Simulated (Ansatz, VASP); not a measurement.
One calculation of Li3SI, two programs

Contents of INCAR:

```
PREC     = Accurate       # precision mode
ENCUT    = 520            # plane-wave cutoff, eV
EDIFF    = 1E-6           # SCF threshold, eV
ISMEAR   = 0              # smearing method
SIGMA    = 0.01           # smearing width, eV
LREAL    = F              # projectors in reciprocal space
LASPH    = T              # aspherical terms in the spheres
NELM     = 80             # most SCF steps
ALGO     = Normal         # electronic algorithm
ISIF     = 2              # what is computed and relaxed
LWAVE    = F              # write WAVECAR
LCHARG   = F              # write CHGCAR
GGA      = PE             # functional
NBANDS   = 19             # bands
```

The input KPOINTS:

```
regular mesh
0
Gamma
  4 4 4
```

POSCAR

```
Li3SI
1.0
    4.6401204253      0.0000000000      0.0000000000
    0.0000000000      4.6401204253      0.0000000000
    0.0000000000      0.0000000000      4.6401204253
I S Li
1 1 3
Direct
    0.0000000000      0.0000000000      0.0000000000
    0.5000000000      0.5000000000      0.5000000000
    0.5000000000      0.5000000000      0.0000000000
    0.5000000000      0.0000000000      0.5000000000
    0.0000000000      0.5000000000      0.5000000000
```

Input for Ansatz:

```yaml
crystal:
  lattice:
    - [4.6401204253, 0.0, 0.0]
    - [0.0, 4.6401204253, 0.0]
    - [0.0, 0.0, 4.6401204253]
  atoms:
    - { symbol: I, position: [0.0, 0.0, 0.0] }
    - { symbol: S, position: [0.5, 0.5, 0.5] }
    - { symbol: Li, position: [0.5, 0.5, 0.0] }
    - { symbol: Li, position: [0.5, 0.0, 0.5] }
    - { symbol: Li, position: [0.0, 0.5, 0.5] }
kpoints:
  mp_grid: { grid: [4, 4, 4] }
hamiltonian:
  xc: pbe
scf:
  occupations: { method: fixed }
  n_extra_bands: 5
output:
  forces: true
  stress: true
  eigenvalues: true
```

Alike in both runs: task single point; functional PBE; k mesh 4 × 4 × 4; no spin polarisation.

```csv
,VASP,Ansatz
version,VASP 6.6.1,Ansatz 0.2.0
potentials or method,"VASP PAW PBE potentials, release 64 (I, S, Li_sv)","plane waves, PAW"
plane-wave cutoff (eV),520,420
occupations,"gaussian, width 0.01 eV",fixed
valence electrons in the cell,22,32
```

|  | VASP | Ansatz | Ansatz less VASP |
| --- | --- | --- | --- |
| gap on the k mesh at the Fermi level (eV) | 3.45 | 3.46 | +0.006 |

VASP's potentials hold 22 valence electrons a cell and Ansatz's 32, so a difference there can come from the potentials and not from the codes.

Spin-orbit coupling is off throughout. Noted on VASP's run: the cutoff is short for stress, so the pressure is rough.
